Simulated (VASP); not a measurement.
Te2Mo: relaxation of cell and atoms with LDA

Te2Mo:

```
Te Mo
1.0
     3.47314    0.00000    0.00000
    -1.73657    3.00783    0.00000
     0.00000    0.00000   13.76463
Te Mo
4 2
Cartesian
  0.0000 2.0052 8.5275
  1.7366 1.0026 1.6452
  0.0000 2.0052 12.1195
  1.7366 1.0026 5.2372
  0.0000 2.0052 3.4412
  1.7366 1.0026 10.3235
```

```yaml
Program: VASP 6.6.1
Task: relaxation of cell and atoms
Functional: LDA
Potentials_or_basis: VASP PAW LDA potentials, release 64 (Te, Mo_sv)
Cutoff: 600 eV
k_mesh: 6 × 6 × 2
Occupations: gaussian, width 0.01 eV
Spin: no spin polarisation
Target_pressure: 2 GPa
Dipole_correction: no
Further_INCAR_settings: ALGO = Normal; EDIFF = 1e-07; IBRION = 2; EDIFFG = -0.002; NSW = 100; ISIF = 3
```

| Property | Result |
| --- | --- |
| Relaxed volume | 23.03 Å³/atom |
| Relaxed cell | a = 3.447 Å, b = 3.447 Å, c = 13.434 Å, α = 90.00°, β = 90.00°, γ = 120.00° |
| Space group after relaxing (to 0.05 Å) | P6_3/mmc (No. 194) |
| Energy change on relaxing (the enthalpy is what falls) | +5.3 meV/atom |
| Ionic steps | 16 |
| Pressure after relaxing | 2.0 GPa |
| Band gap on the k mesh | 0.62 eV, indirect (least direct gap 0.94 eV) |

Step by step:
| step | energy change (eV) | largest force (eV/Å) | pressure (GPa) | volume (Å³) |
| --- | --- | --- | --- | --- |
| 1 | 0.0000 | 0.0587 | 0.28 | 143.79 |
| 2 | 0.0753 | 0.5680 | 4.66 | 138.51 |
| 3 | 0.0161 | 0.2739 | 2.09 | 141.48 |
| 4 | 0.0183 | 0.1488 | 2.03 | 140.51 |
| 5 | 0.0265 | 0.0407 | 2.00 | 139.68 |
| 6 | 0.0284 | 0.0224 | 2.06 | 138.92 |
| 7 | 0.0382 | 0.0104 | 2.22 | 137.75 |
| 8 | 0.0271 | 0.0543 | 1.56 | 138.65 |
| 9 | 0.0326 | 0.0308 | 1.90 | 138.17 |
| 10 | 0.0322 | 0.0310 | 2.10 | 138.20 |
| 11 | 0.0323 | 0.0027 | 1.99 | 138.19 |
| 12 | 0.0326 | 0.0003 | 2.02 | 138.16 |
| 13 | 0.0324 | 0.0019 | 2.01 | 138.18 |
| 14 | 0.0323 | 0.0021 | 2.00 | 138.19 |
| 15 | 0.0322 | 0.0024 | 2.00 | 138.19 |
| 16 | 0.0321 | 0.0001 | 2.01 | 138.20 |

Final structure:
```xyz
6
Lattice="3.4466 0.0000 0.0000 -1.7233 2.9849 0.0000 0.0000 0.0000 13.4335" Properties=species:S:1:pos:R:3 pbc="T T T"
Te    0.0000    1.9899    8.2720
Te    1.7233    0.9950    1.5552
Te    0.0000    1.9899   11.8784
Te    1.7233    0.9950    5.1616
Mo    0.0000    1.9899    3.3584
Mo    1.7233    0.9950   10.0752
```

Levels at points of the mesh, in eV from the valence-band top:
```tsv
k point	band 23	band 24	band 25	band 26	band 27	band 28	band 29	band 30
(0.00, 0.00, 0.00)	-1.09	-1.09	-0.08	0.00	2.94	2.94	3.15	3.16
(0.50, 0.00, 0.00)	-1.22	-1.16	-0.71	-0.23	1.28	1.36	1.38	1.87
(0.00, 0.00, 0.50)	-1.11	-1.11	-0.02	-0.02	2.99	2.99	2.99	2.99
(0.50, 0.00, 0.50)	-1.16	-1.16	-0.48	-0.48	1.30	1.30	1.65	1.65
```

It took 23 min on 1 thread of AMD EPYC 7R13, with other jobs on the host, peak memory 0.25 GiB.

Caveat: the cell is relaxed towards a set pressure, so the enthalpy falls and the energy may rise; spin-orbit coupling is left out, which moves the levels of the heavy elements. A k mesh can miss the band edges.
